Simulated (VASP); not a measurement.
# PtS2 in VASP: notebook

Runs on PtS2. Level: PBE+D3(BJ). Tasks: single point.

All numbers are computed with VASP 6.6.1; they aren't measurements. Logs are shortened: lines on timing, memory, paths and dates and some standing lists are left out, and cuts for length are marked.

## (1) The cell of the first run

The cell holds a slab with vacuum, 6 atoms: a = 3.542 Å, b = 3.542 Å, c = 22.467 Å, α = 90.00°, β = 90.00°, γ = 120.00°.

## (2) Single point, PBE+D3(BJ)

The input, INCAR:

```
SYSTEM = PtS2
PREC = Accurate
ENCUT = 520
EDIFF = 1E-6
ISMEAR = 0
SIGMA = 0.05
LREAL = .False.
LASPH = .True.
NELM = 60
ALGO = Normal
ISIF = 2
LWAVE = .False.
LCHARG = .False.
LDIPOL = .True.
IDIPOL = 3
DIPOL = 0.5 0.5 0.396
GGA = PE
IVDW = 12
NBANDS = 31
```

The input, KPOINTS:

```
Automatic mesh
0
Gamma
  9 9 1
  0 0 0
```

The input, POSCAR:

```
PtS2
1.0
    3.5415277692      0.0000000000      0.0000000000
   -1.7707638846      3.0670530163      0.0000000000
    0.0000000000      0.0000000000     22.4670602589
S Pt
4 2
Direct
    0.6666666667      0.3333333333      0.2002932270
    0.3333333333      0.6666666667      0.3108341745
    0.3333333333      1.1666666667      0.4817510615
    0.0000000000      1.5000000000      0.5922920091
    0.0000000000      0.0000000000      0.2555637007
   -0.3333333333      0.8333333333      0.5370215353
```

Potentials or basis: VASP PAW PBE potentials, release 64 (S, Pt).

Launch:

```sh
cat potpaw_PBE.64/S/POTCAR potpaw_PBE.64/Pt/POTCAR > POTCAR
mpirun -np 1 vasp_std > vasp.out
```

OUTCAR:

```text
SYSTEM = PtS2
   PREC = Accurate
   ENCUT = 520
   EDIFF = 1E-6
   ISMEAR = 0
   LREAL = .False.
   LASPH = .True.
   NELM = 60
   ISIF = 2
   GGA = PE
   IVDW = 12
 IVDW          = 12

 ion  position               nearest neighbor table
   1  0.667  0.333  0.200-   5 2.39   5 2.39   5 2.39
   2  0.333  0.667  0.311-   5 2.39   5 2.39   5 2.39
   3  0.333  0.167  0.482-   6 2.39   6 2.39   6 2.39
   4  0.000  0.500  0.592-   6 2.39   6 2.39   6 2.39
   5  0.000  0.000  0.256-   1 2.39   1 2.39   1 2.39   2 2.39   2 2.39   2 2.39
   6  0.667  0.833  0.537-   3 2.39   4 2.39   3 2.39   4 2.39   4 2.39   3 2.39

  LATTYP: Found a hexagonal cell.
 ALAT       =     3.5415277692
 C/A-ratio  =     6.3438893390

  Lattice vectors:

 A1 = (   3.5415277692,   0.0000000000,   0.0000000000)
 A2 = (  -1.7707638846,   3.0670530163,   0.0000000000)
 A3 = (   0.0000000000,   0.0000000000,  22.4670602589)

Analysis of symmetry for initial positions (statically):
=====================================================================
 Subroutine PRICEL returns:
 Original cell was already a primitive cell.

 Routine SETGRP: Setting up the symmetry group for a
 hexagonal supercell.

 Subroutine GETGRP returns: Found  4 space group operations
 (whereof  2 operations were pure point group operations)
 out of a pool of 24 trial point group operations.

The static configuration has the point symmetry C_1h.
 The point group associated with its full space group is C_2h.

Analysis of symmetry for dynamics (positions and initial velocities):
=====================================================================
 Subroutine PRICEL returns:
 Original cell was already a primitive cell.

 Routine SETGRP: Setting up the symmetry group for a
 hexagonal supercell.

 Subroutine GETGRP returns: Found  4 space group operations
 (whereof  2 operations were pure point group operations)
 out of a pool of 24 trial point group operations.

The dynamic configuration has the point symmetry C_1h.
 The point group associated with its full space group is C_2h.

 Subroutine INISYM returns: Found  4 space group operations
 (whereof  2 operations are pure point group operations),
 and found     1 'primitive' translations

----------------------------------------------------------------------------------------

                                     Primitive cell

  volume of cell :     244.0384

  direct lattice vectors                    reciprocal lattice vectors
     3.541527769  0.000000000  0.000000000     0.282364015  0.163022940  0.000000000
    -1.770763885  3.067053016  0.000000000     0.000000000  0.326045880  0.000000000
     0.000000000  0.000000000 22.467060259     0.000000000  0.000000000  0.044509606

  length of vectors
     3.541527769  3.541527769 22.467060259     0.326045880  0.326045880  0.044509606

  position of ions in fractional coordinates (direct lattice)
     0.666666667  0.333333333  0.200293227
     0.333333333  0.666666667  0.310834175
     0.333333333  0.166666667  0.481751061
     0.000000000  0.500000000  0.592292009
     0.000000000  0.000000000  0.255563701
     0.666666667  0.833333333  0.537021535

  ion indices of the primitive-cell ions
   primitive index   ion index
                 1           1
                 2           2
                 3           3
                 4           4
                 5           5
                 6           6

----------------------------------------------------------------------------------------

 KPOINTS: Automatic mesh

Automatic generation of k-mesh.
 Grid dimensions read from file:
 generate k-points for:    9    9    1

 Generating k-lattice:

  Cartesian coordinates                     Fractional coordinates (reciprocal lattice)
     0.031373779  0.018113660  0.000000000     0.111111111  0.000000000  0.000000000
     0.000000000  0.036227320  0.000000000     0.000000000  0.111111111  0.000000000
     0.000000000  0.000000000  0.044509606     0.000000000  0.000000000  1.000000000

  Length of vectors
     0.036227320  0.036227320  0.044509606

  Shift w.r.t. Gamma in fractional coordinates (k-lattice)
     0.000000000  0.000000000  0.000000000

 Subroutine IBZKPT returns following result:
 ===========================================

 Found     25 irreducible k-points:

 Following reciprocal coordinates:
            Coordinates               Weight
  0.000000  0.000000  0.000000      1.000000
  0.111111 -0.000000  0.000000      2.000000
  0.000000  0.111111  0.000000      4.000000
  0.222222 -0.000000  0.000000      2.000000
  0.000000  0.222222  0.000000      4.000000
  0.333333 -0.000000  0.000000      2.000000
[... 16 lines left out ...]
 -0.222222 -0.444444  0.000000      4.000000
  0.444444  0.333333  0.000000      4.000000
   k-points           NKPTS =     25   k-points in BZ     NKDIM =     25   number of bands    NBANDS=     31
   number of dos      NEDOS =    301   number of ions     NIONS =      6
   total plane-waves  NPLWV = 131712
   dimension x,y,z NGX =    28 NGY =   28 NGZ =  168
   dimension x,y,z NGXF=    56 NGYF=   56 NGZF=  336
   ions per type =               4   2
   NGX,Y,Z   is equivalent  to a cutoff of  13.14, 13.14, 12.43 a.u.
   NGXF,Y,Z  is equivalent  to a cutoff of  26.29, 26.29, 24.86 a.u.
 SYSTEM =  PtS2
   PREC   = accura    normal or accurate (medium, high low for compatibility)
   ISTART =      0    job   : 0-new  1-cont  2-samecut
   ICHARG =      2    charge: 1-file 2-atom 10-const
   ISPIN  =      1    spin polarized calculation?
   LNONCOLLINEAR =      F non collinear calculations
   LSORBIT =      F    spin-orbit coupling
   LASPH  =      T    aspherical Exc in radial PAW
   ENCUT  =  520.0 eV  38.22 Ry    6.18 a.u.   6.58  6.58 41.77*2*pi/ulx,y,z
   NELM   =     60;   NELMIN=  2; NELMDL= -5     # of ELM steps
   EDIFF  = 0.1E-05   stopping-criterion for ELM
   LREAL  =      F    real-space projection
   EDIFFG = 0.1E-04   stopping-criterion for IOM
   NSW    =      0    number of steps for IOM
   IBRION =     -1    ionic relax: 0-MD 1-quasi-New 2-CG
   NFREE  =      0    steps in history (QN), initial steepest desc. (CG)
   ISIF   =      2    stress and relaxation
   ISYM   =      2    0-nonsym 1-usesym 2-fastsym
   POTIM  = 0.5000    time-step for ionic-motion
   TEBEG  =    0.0;   TEEND  =   0.0 temperature during run
   PSTRESS=    0.0 pullay stress
   NELECT =      44.0000    total number of electrons
   NUPDOWN=      -1.0000    fix difference up-down
   EMIN   =  10.00;   EMAX   =-10.00  energy-range for DOS
   EFERMI =   0.00;   METHOD = LEGACY
   ISMEAR =     0;   SIGMA  =   0.05  broadening in eV -4-tet -1-fermi 0-gaus
   EFERMI_NEDOS =   21; number of points for ismear=-14 and -15
   IALGO  =     38    algorithm
   IMIX   =      4    mixing-type and parameters
     AMIX     =   0.40;   BMIX     =  1.00
     AMIX_MAG =   1.60;   BMIX_MAG =  1.00
  volume/ion in A,a.u.               =      40.67       274.48
  Fermi-wavevector in a.u.,A,eV,Ry     =   0.924854  1.747720 11.637800  0.855354
  Thomas-Fermi vector in A             =   2.050645
   LORBIT       =      0    0 simple, 1 ext, 2 COOP (PROOUT), +10 PAW based schemes
   GGA     = PE    functional components
   LHFCALC =     F    Hartree Fock is set to
   AEXX    =    0.0000 exact exchange contribution
   IVDW    =    12    specifies the selected vdW correction
   LEPSILON=     F    determine dielectric tensor
   LRPA    =     F    only Hartree local field effects (RPA)
 non-spin polarized calculation
 Gauss-broadening in eV      SIGMA  =   0.05
  energy-cutoff  :      520.00
  volume of cell :      244.04
 maximum number of plane-waves:      6671
   NGX = 13   NGY = 13   NGZ = 83

 dipolmoment           0.000000      0.000000      0.000003 electrons x Angstroem

 number of electron      44.0000001 magnetization

 dipolmoment           0.000000      0.000000     -0.000001 electrons x Angstroem

 Free energy of the ion-electron system (eV)
  ---------------------------------------------------
  ext. energy  EPLUGINS =         0.00000000
  ---------------------------------------------------
  free energy    TOTEN  =       -30.91044620 eV

  energy without entropy =      -30.91044620  energy(sigma->0) =      -30.91044620

 E-fermi :  -0.4476     XC(G=0):  -5.5003

 val. band max:       -0.7310219251   @ k =   0.1111   0.1111   0.0000
 cond. band min:       0.8725653603   @ k =   0.2222  -0.0000   0.0000
 fundamental gap:      1.6035872854
 Fermi energy:        -0.4475926264

 k-point     1 :       0.0000    0.0000    0.0000
  band No.  band energies     occupation
      1     -14.8949      2.00000
      2     -14.8775      2.00000
      3     -12.7078      2.00000
      4     -12.6640      2.00000
      5      -6.3891      2.00000
      6      -6.3888      2.00000
[... 23 lines left out ...]
     30       5.3401      0.00000
     31       5.5297      0.00000

 k-point     2 :       0.1111   -0.0000    0.0000
  band No.  band energies     occupation
      1     -14.7406      2.00000
      2     -14.7232      2.00000
      3     -12.7380      2.00000
      4     -12.6978      2.00000
      5      -6.3875      2.00000
      6      -6.3706      2.00000
[... 23 lines left out ...]
     30       5.9660      0.00000
     31       6.0007      0.00000

 k-point     3 :       0.0000    0.1111    0.0000
  band No.  band energies     occupation
      1     -14.7405      2.00000
      2     -14.7233      2.00000
      3     -12.7376      2.00000
      4     -12.6982      2.00000
      5      -6.3871      2.00000
      6      -6.3710      2.00000
[... 703 lines left out ...]
     30       7.5745      0.00000
     31       7.8818      0.00000

 k-point    24 :       0.4444    0.3333    0.0000
  band No.  band energies     occupation
      1     -13.1011      2.00000
      2     -13.0923      2.00000
      3     -12.9508      2.00000
      4     -12.9427      2.00000
      5      -6.6439      2.00000
      6      -6.6326      2.00000
[... 23 lines left out ...]
     30       7.5096      0.00000
     31       8.0099      0.00000

 [... further k-points ...]

------------------------ aborting loop because EDIFF is reached ----------------------------------------

 vacuum level on the upper side and lower side of the slab       (xc-potential included)        -0.163        -0.163

 Edisp (eV)   -1.83273

 E8    (eV) :    -0.7610

  FORCE on cell =-STRESS in cart. coord.  units (eV):
  Direction    XX          YY          ZZ          XY          YZ          ZX
  --------------------------------------------------------------------------------------
  -------------------------------------------------------------------------------------
  Total      -0.48982    -0.47639    -0.83763    -0.01164    -0.00178    -0.00309
  in kB      -3.21582    -3.12760    -5.49929    -0.07640    -0.01172    -0.02029
  external pressure =       -3.95 kB  Pullay stress =        0.00 kB

 VOLUME and BASIS-vectors are now :
 -----------------------------------------------------------------------------
  energy-cutoff  :      520.00
  volume of cell :      244.04
      direct lattice vectors                 reciprocal lattice vectors
     3.541527769  0.000000000  0.000000000     0.282364015  0.163022940  0.000000000
    -1.770763885  3.067053016  0.000000000     0.000000000  0.326045880  0.000000000
     0.000000000  0.000000000 22.467060259     0.000000000  0.000000000  0.044509606

 POSITION                                       TOTAL-FORCE (eV/Angst)
 -----------------------------------------------------------------------------------
      1.77076      1.02235      4.50000        -0.001145     -0.000661      0.043072
     -0.00000      2.04470      6.98353        -0.002674     -0.001544      0.021299
      0.88538      0.51118     10.82353         0.002674      0.001544     -0.021299
     -0.88538      1.53353     13.30706         0.001145      0.000661     -0.043072
      0.00000      0.00000      5.74177         0.003644      0.002104      0.051905
      0.88538      2.55588     12.06530        -0.003644     -0.002104     -0.051905
 -----------------------------------------------------------------------------------
    total drift:                               -0.000000      0.000000      0.000003

  FREE ENERGIE OF THE ION-ELECTRON SYSTEM (eV)
  ---------------------------------------------------
  free  energy   TOTEN  =       -32.7431733727 eV

  energy  without entropy=      -32.7431733727  energy(sigma->0) =      -32.74317337

 vacuum level on the upper side and lower side of the slab         5.311         5.311
```

Wall time 2.5 min (1 thread of AMD EPYC 9R45 (Zen 5), shared host); peak memory 0.41 GiB.

Results:

* Free energy: -32.7432 eV
* Largest force: 0.052 eV/Å
* Band gap on the k mesh: 1.60 eV, indirect (least direct gap 1.68 eV)
* Dispersion energy per atom: -0.305 eV

Forces in eV/Å, atoms in the order of the input:
```
S   -0.001 -0.001  0.043
S   -0.003 -0.002  0.021
S    0.003  0.002 -0.021
S    0.001  0.001 -0.043
Pt   0.004  0.002  0.052
Pt  -0.004 -0.002 -0.052
```

Levels at points of the mesh, in eV from the valence-band top:
```
           k point  band 19  band 20  band 21  band 22  band 23  band 24  band 25  band 26
(0.00, 0.00, 0.00)    -0.37    -0.36    -0.35    -0.35     3.10     3.11     3.13     3.14
```

Caveat: spin-orbit coupling is left out, which moves the levels of the heavy elements.

## (3) Single point, PBE+D3(BJ)

The input, INCAR:

```
ALGO     = Normal         # electronic algorithm
DIPOL    = 0.5 0.5 0.396
EDIFF    = 1E-6           # SCF threshold, eV
ENCUT    = 520            # plane-wave cutoff, eV
GGA      = PE             # functional
IDIPOL   = 3            
ISIF     = 2              # what is computed and relaxed
ISMEAR   = 0              # smearing method
IVDW     = 12             # dispersion correction
LASPH    = True           # aspherical terms in the spheres
LCHARG   = False          # write CHGCAR
LDIPOL   = True         
LREAL    = False          # projectors in reciprocal space
LWAVE    = False          # write WAVECAR
NBANDS   = 31             # bands
NELM     = 60             # most SCF steps
PREC     = Accurate       # precision mode
SIGMA    = 0.05           # smearing width, eV
```

The input, KPOINTS:

```
k-points
0
Gamma
  9 9 1
```

The input, POSCAR:

```
PtS2
1.0
    3.5415277692      0.0000000000      0.0000000000
   -1.7707638846      3.0670530163      0.0000000000
    0.0000000000      0.0000000000     22.4670602589
S Pt
4 2
Direct
    0.6666666667      0.3333333333      0.2002932270
    0.3333333333      0.6666666667      0.3108341745
    0.5000000000      1.0000000000      0.4817510615
    0.1666666667      1.3333333333      0.5922920091
    0.0000000000      0.0000000000      0.2555637007
   -0.1666666667      0.6666666667      0.5370215353
```

Potentials or basis: VASP PAW PBE potentials, release 64 (S, Pt).

Launch:

```sh
cat potpaw_PBE.64/S/POTCAR potpaw_PBE.64/Pt/POTCAR > POTCAR
mpirun -np 1 vasp_std > vasp.out
```

It took 2.5 min on 1 thread of AMD EPYC 9R45 (Zen 5), shared host; peak memory 0.41 GiB.

The run converged. Its results:

```
Free energy                : -32.7388 eV
Largest force              : 0.048 eV/Å
Band gap on the k mesh     : 1.59 eV, indirect (least direct gap 1.68 eV)
Dispersion energy per atom : -0.305 eV
```

Forces in eV/Å, atoms in the order of the input:
```
S    0.000 -0.006  0.043
S    0.000 -0.013  0.011
S    0.000  0.013 -0.011
S    0.000  0.006 -0.043
Pt   0.000  0.009  0.048
Pt   0.000 -0.009 -0.048
```

Levels at points of the mesh, in eV from the valence-band top:
| k point | band 20 | band 21 | band 22 | band 23 | band 24 | band 25 |
| --- | --- | --- | --- | --- | --- | --- |
| (0.00, 0.00, 0.00) | -0.38 | -0.37 | -0.37 | 3.09 | 3.10 | 3.11 |

Caveat: spin-orbit coupling is left out, which moves the levels of the heavy elements.

## (4) Single point, PBE+D3(BJ)

The input, INCAR:

```
SYSTEM = PtS2
ALGO = Normal
DIPOL = 0.5 0.5 0.396
EDIFF = 1E-6
ENCUT = 520
GGA = PE
IDIPOL = 3
ISIF = 2
ISMEAR = 0
IVDW = 12
LASPH = .TRUE.
LCHARG = .FALSE.
LDIPOL = .TRUE.
LREAL = .FALSE.
LWAVE = .FALSE.
NBANDS = 31
NELM = 80
PREC = Accurate
SIGMA = 0.05
```

The input, KPOINTS:

```
k-points
0
G
  9 9 1
  0 0 0
```

The input, POSCAR:

```
PtS2
1.0
    3.5415277692      0.0000000000      0.0000000000
   -1.7707638846      3.0670530163      0.0000000000
    0.0000000000      0.0000000000     22.4670602589
S Pt
4 2
Direct
    0.6666666667      0.3333333333      0.2002932270
    0.3333333333      0.6666666667      0.3108341745
    0.6666666667      0.8333333333      0.4817510615
    0.3333333333      1.1666666667      0.5922920091
    0.0000000000      0.0000000000      0.2555637007
    0.0000000000      0.5000000000      0.5370215353
```

Potentials or basis: VASP PAW PBE potentials, release 64 (S, Pt).

Launch:

```sh
cat potpaw_PBE.64/S/POTCAR potpaw_PBE.64/Pt/POTCAR > POTCAR
mpirun -np 1 vasp_std > vasp.out
```

OUTCAR:

```text
SYSTEM = PtS2
   EDIFF = 1E-6
   ENCUT = 520
   GGA = PE
   ISIF = 2
   ISMEAR = 0
   IVDW = 12
   LASPH = .TRUE.
   LREAL = .FALSE.
   NELM = 80
   PREC = Accurate
 IVDW          = 12

 ion  position               nearest neighbor table
   1  0.667  0.333  0.200-   5 2.39   5 2.39   5 2.39
   2  0.333  0.667  0.311-   5 2.39   5 2.39   5 2.39
   3  0.667  0.833  0.482-   6 2.39   6 2.39   6 2.39
   4  0.333  0.167  0.592-   6 2.39   6 2.39   6 2.39
   5  0.000  0.000  0.256-   1 2.39   1 2.39   1 2.39   2 2.39   2 2.39   2 2.39
   6  0.000  0.500  0.537-   3 2.39   4 2.39   4 2.39   3 2.39   3 2.39   4 2.39

  LATTYP: Found a hexagonal cell.
[... 1033 lines left out ...]
  Total      -0.47435    -0.47564    -0.76192     0.00111     0.02714     0.04701
  in kB      -3.11427    -3.12268    -5.00219     0.00729     0.17819     0.30863
  external pressure =       -3.75 kB  Pullay stress =        0.00 kB

 VOLUME and BASIS-vectors are now :
 -----------------------------------------------------------------------------
  energy-cutoff  :      520.00
  volume of cell :      244.04
      direct lattice vectors                 reciprocal lattice vectors
     3.541527769  0.000000000  0.000000000     0.282364015  0.163022940  0.000000000
    -1.770763885  3.067053016  0.000000000     0.000000000  0.326045880  0.000000000
     0.000000000  0.000000000 22.467060259     0.000000000  0.000000000  0.044509606

 POSITION                                       TOTAL-FORCE (eV/Angst)
 -----------------------------------------------------------------------------------
      1.77076      1.02235      4.50000        -0.004154     -0.002398      0.043727
     -0.00000      2.04470      6.98353        -0.008358     -0.004826      0.011751
      0.88538      2.55588     10.82353         0.008358      0.004826     -0.011751
      0.88538      0.51118     13.30706         0.004154      0.002398     -0.043727
      0.00000      0.00000      5.74177         0.003538      0.002043      0.045421
     -0.88538      1.53353     12.06530        -0.003538     -0.002043     -0.045421
 -----------------------------------------------------------------------------------
    total drift:                                0.000000      0.000000     -0.000078

  FREE ENERGIE OF THE ION-ELECTRON SYSTEM (eV)
  ---------------------------------------------------
  free  energy   TOTEN  =       -32.7386876675 eV

  energy  without entropy=      -32.7386876675  energy(sigma->0) =      -32.73868767

 vacuum level on the upper side and lower side of the slab         5.287         5.287
```

Wall time 2.5 min (1 thread of AMD EPYC 9R45 (Zen 5), shared host); peak memory 0.41 GiB.

Results:

```
Free energy                : -32.7387 eV
Largest force              : 0.046 eV/Å
Band gap on the k mesh     : 1.59 eV, indirect (least direct gap 1.68 eV)
Dispersion energy per atom : -0.305 eV
```

Forces on the atoms (eV/Å):
```
S   -0.004 -0.002  0.044
S   -0.008 -0.005  0.012
S    0.008  0.005 -0.012
S    0.004  0.002 -0.044
Pt   0.004  0.002  0.045
Pt  -0.004 -0.002 -0.045
```

Caveat: spin-orbit coupling is left out, which moves the levels of the heavy elements.
